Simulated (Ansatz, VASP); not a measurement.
# LiMgBN2 in VASP and in Ansatz

File INCAR:

```
  PREC = Accurate
  ENCUT = 520
  EDIFF = 1E-6
  ISMEAR = 0
  SIGMA = 0.05
  LREAL = False
  LASPH = True
  NELM = 80
  ALGO = Normal
  ISIF = 2
  LWAVE = False
  LCHARG = True
  GGA = PS
  LELF = True
  LVHAR = True
  NBANDS = 17
```

The input KPOINTS:

```
Automatic mesh
0
Gamma
  8 8 8
```

Contents of POSCAR:

```
LiMgBN2
1.0
   -1.8892991571      1.8892991571      4.4238420579
    1.8892991571     -1.8892991571      4.4238420579
    1.8892991571      1.8892991571     -4.4238420579
Li Mg B N
1 1 1 2
Direct
    0.2500000000      0.7500000000      0.5000000000
    0.7500000000      0.2500000000      0.5000000000
    0.5000000000      0.5000000000      0.0000000000
    0.6335425343      0.6335425343      0.0000000000
    0.3664574657      0.3664574657      0.0000000000
```

Input for Ansatz:

```yaml
crystal:
  lattice:
    - [-1.8892991571, 1.8892991571, 4.4238420579]
    - [1.8892991571, -1.8892991571, 4.4238420579]
    - [1.8892991571, 1.8892991571, -4.4238420579]
  atoms:
    - { symbol: Li, position: [0.25, 0.75, 0.5] }
    - { symbol: Mg, position: [0.75, 0.25, 0.5] }
    - { symbol: B, position: [0.5, 0.5, 0.0] }
    - { symbol: "N", position: [0.6335425343, 0.6335425343, 0.0] }
    - { symbol: "N", position: [0.3664574657, 0.3664574657, 0.0] }
basis:
  ecutwfc: 520.0
kpoints:
  mp_grid: { grid: [8, 8, 8] }
hamiltonian:
  xc: pbesol
  pseudopotentials: { kind: paw }
scf:
  occupations: { method: gaussian, width: 0.05 }
output:
  forces: true
  stress: true
  eigenvalues: true
```

Alike in both runs: task single point; functional PBEsol; k mesh 8 × 8 × 8; occupations gaussian, width 0.05 eV; no spin polarisation.

```csv
,VASP,Ansatz
version,VASP 6.6.1,Ansatz 0.2.0
potentials or method,"VASP PAW PBE potentials, release 64 (Li_sv, Mg, B, N), cutoff 520 eV","scalar-relativistic, plane waves, PAW"
valence electrons in the cell,18,26
```

```csv
,VASP,Ansatz,Ansatz less VASP
gap on the k mesh at the Fermi level (eV),2.75,2.75,+0.005
least direct gap on the mesh (eV),3.03,3.05,+0.020
rms of the force components (eV/Å),5.365,5.353,-0.0125
```

VASP's potentials were made for PBE, not for PBEsol. Atom by atom the forces differ by 0.013 eV/Å (rms over components). VASP's potentials hold 18 valence electrons a cell and Ansatz's 26, so a difference there can come from the potentials and not from the codes.

Noted on VASP's run: the cutoff is under 1.25 times that of the potentials, so the pressure is a little rough.
